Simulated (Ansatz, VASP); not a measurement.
Two plane-wave programs on BN

The input POSCAR:

```
BN
1.0
    1.2594075994      0.7271193165      3.3952723682
   -1.2594075994      0.7271193165      3.3952723682
    0.0000000000     -1.4542386330      3.3952723682
N B
1 1
Direct
    0.6672382000      0.6672382000      0.6672382000
    0.0003288000      0.0003288000      0.0003288000
```

Contents of INCAR.step1:

```
SYSTEM = BN
PREC = Accurate ; ENCUT = 520
ISMEAR = -1 ; SIGMA = 0.05
LREAL = .FALSE. ; LASPH = .TRUE.
NELM = 100 ; NBANDS = 11
GGA = PE ; ALGO = Normal
EDIFF = 1E-4 ; LWAVE = .TRUE.
LCHARG = .FALSE.
```

File INCAR.step2:

```
SYSTEM = BN
PREC = Accurate ; ENCUT = 520
EDIFF = 1E-6 ; ISMEAR = -1
SIGMA = 0.05 ; LREAL = .FALSE.
LASPH = .TRUE. ; NELM = 100
ALGO = Normal ; ISIF = 2
LWAVE = .FALSE. ; LCHARG = .FALSE.
METAGGA = R2SCAN ; LMIXTAU = .TRUE.
NBANDS = 11 ; ISTART = 1
```

Contents of KPOINTS:

```
regular mesh
0
G
  12 12 12
  0 0 0
```

File input.yaml:

```yaml
crystal:
  lattice:
    - [1.2594075994, 0.7271193165, 3.3952723682]
    - [-1.2594075994, 0.7271193165, 3.3952723682]
    - [0.0, -1.454238633, 3.3952723682]
  atoms:
    - { symbol: "N", position: [0.6672382, 0.6672382, 0.6672382] }
    - { symbol: B, position: [0.0003288, 0.0003288, 0.0003288] }
hamiltonian:
  xc: r2scan
  pseudopotentials: { kind: paw }
kpoints:
  mp_grid: { grid: [12, 12, 12] }
scf:
  occupations: { method: fermi_dirac, width: 0.05 }
output:
  forces: true
  stress: true
  eigenvalues: true
```

Alike in both runs: task single point; functional r2SCAN; k mesh 12 × 12 × 12; occupations fermi-dirac, width 0.05 eV; no spin polarisation.

|  | VASP | Ansatz |
| --- | --- | --- |
| version | VASP 6.6.1 | Ansatz 0.2.0 |
| potentials or method | VASP PAW PBE potentials, release 64 (N, B) | Ansatz PAW |
| plane-wave cutoff (eV) | 520 | 500 |
| valence electrons in the cell | 8 | 8 |

|  | VASP | Ansatz | Ansatz less VASP |
| --- | --- | --- | --- |
| gap on the k mesh at the Fermi level (eV) | 4.81 | 4.78 | -0.032 |
| least direct gap on the mesh (eV) | 5.34 | 5.28 | -0.058 |
| pressure (GPa) | -4.6 | -5.0 | -0.38 |
| traceless stress, the component that is largest in VASP (GPa) | 4.61 | 5.24 | +0.633 |
| rms of the force components (eV/Å) | 0.005 | 0.006 | +0.0002 |

VASP's potentials were made for PBE, not for r2SCAN. Atom by atom the forces differ by 0.000 eV/Å (rms over components). With one functional, cell and mesh, what is left measures potentials, basis and numerics.
